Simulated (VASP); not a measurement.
Here is a VASP 6.6.1 calculation.

Contents of INCAR:

```
SYSTEM = Hf3F
PREC = Accurate
ENCUT = 520
EDIFF = 1E-6
ISMEAR = 0
SIGMA = 0.1
LREAL = .FALSE.
LASPH = .TRUE.
NELM = 80
ALGO = Normal
ISIF = 2
LWAVE = .FALSE.
LCHARG = .TRUE.
LDIPOL = .TRUE.
IDIPOL = 3
DIPOL = 0.5 0.5 0.340
LELF = .TRUE.
LVHAR = .TRUE.
LVACPOTAV = .TRUE.
NBANDS = 26
```

Contents of KPOINTS:

```
regular mesh
0
G
  9 9 1
  0 0 0
```

Contents of POSCAR:

```
Hf3F
1.0
    3.0829071749      0.0000000000      0.0000000000
    0.0000000000      3.0829071749      0.0000000000
    0.0000000000      0.0000000000     21.0927836031
Hf F
3 1
Direct
    0.5000000000      0.5000000000      0.1896383178
    0.0000000000      0.0000000000      0.2867330108
    0.5000000000      0.5000000000      0.3836754672
    0.7500000000      0.7500000000      0.5007771284
```

Potentials or basis: VASP PAW LDA potentials, release 64 (Hf_pv, F).

Command:

```console
$ cat potpaw_LDA.64/Hf_pv/POTCAR potpaw_LDA.64/F/POTCAR > POTCAR
$ mpirun -np 1 vasp_std > vasp.out
```

(1) Predict the largest force.

(2) Predict the band gap on the k mesh.

## Answers

(1) 4.355 eV/Å.

(2) zero (an odd number of electrons rules out a gap without spin polarisation).

Caveat: spin-orbit coupling is left out, which moves the levels of the heavy elements.
